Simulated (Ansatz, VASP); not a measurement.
SnO2: VASP beside Ansatz

INCAR

```
SYSTEM = SnO2
PREC     = Accurate       ! precision mode
ENCUT    = 520            ! plane-wave cutoff, eV
EDIFF    = 1E-6           ! SCF threshold, eV
ISMEAR   = 0              ! smearing method
SIGMA    = 0.05           ! smearing width, eV
LREAL    = .FALSE.        ! projectors in reciprocal space
LASPH    = .TRUE.         ! aspherical terms in the spheres
NELM     = 150            ! most SCF steps
ALGO     = Normal         ! electronic algorithm
ISIF     = 2              ! what is computed and relaxed
LWAVE    = .FALSE.        ! write WAVECAR
LCHARG   = .TRUE.         ! write CHGCAR
MAGMOM   = 0 0 0 0 0 0 0 0 0 0 0 0 0 0 0 0 0 0 ! initial moments
LORBIT   = 11             ! projections on sites
LSORBIT  = .TRUE.         ! spin-orbit coupling
GGA_COMPAT= .FALSE.      
LORBMOM  = .TRUE.       
GGA      = PE             ! functional
IVDW     = 13             ! dispersion correction
LVHAR    = .TRUE.       
NBANDS   = 68             ! bands
```

The input KPOINTS:

```
regular mesh
0
G
  6 6 10
  0 0 0
```

The input POSCAR:

```
SnO2
1.0
    4.8265116508      0.0000000000      0.0000000000
    0.0000000000      4.8265116508      0.0000000000
    0.0000000000      0.0000000000      3.2391527716
Sn O
2 4
Direct
    0.0000000000      0.0000000000      0.0000000000
    0.5000000000      0.5000000000      0.5000000000
    0.3065245299      0.3065245299      0.0000000000
    0.8065245299      0.1934754701      0.5000000000
    0.1934754701      0.8065245299      0.5000000000
    0.6934754701      0.6934754701      0.0000000000
```

Input for Ansatz:

```yaml
crystal:
  lattice:
    - [4.8265116508, 0.0, 0.0]
    - [0.0, 4.8265116508, 0.0]
    - [0.0, 0.0, 3.2391527716]
  atoms:
    - { symbol: Sn, position: [0.0, 0.0, 0.0] }
    - { symbol: Sn, position: [0.5, 0.5, 0.5] }
    - { symbol: O, position: [0.3065245299, 0.3065245299, 0.0] }
    - { symbol: O, position: [0.8065245299, 0.1934754701, 0.5] }
    - { symbol: O, position: [0.1934754701, 0.8065245299, 0.5] }
    - { symbol: O, position: [0.6934754701, 0.6934754701, 0.0] }
basis:
  ecutwfc: "700 eV"
  ecutrho_ratio: 4
kpoints:
  mp_grid: { grid: [6, 6, 10] }
hamiltonian:
  xc: pbe
  dispersion: d4
scf:
  occupations: { method: gaussian, width: 0.05 }
  mixing: { algorithm: msr1, beta: 0.3 }
output:
  forces: true
  stress: true
magnetization:
  noncollinear: true
  spin_orbit: true
```

Alike in both runs: task single point; functional PBE; dispersion D4; k mesh 6 × 6 × 10; occupations gaussian, width 0.05 eV; non-collinear spin, spin-orbit coupling.

|  | VASP | Ansatz |
| --- | --- | --- |
| version | VASP 6.6.1 | Ansatz 0.2.0 |
| potentials or method | VASP PAW PBE potentials, release 64 (Sn_d, O), cutoff 520 eV | plane waves, PAW |
| valence electrons in the cell | 52 | 52 |

```tsv
	VASP	Ansatz	Ansatz less VASP
pressure (GPa)	-2.7	-3.3	-0.62
traceless stress, the component that is largest in VASP (GPa)	0.18	-0.05	-0.224
rms of the force components (eV/Å)	0.006	0.003	-0.0027
```

Atom by atom the forces differ by 0.008 eV/Å (rms over components).
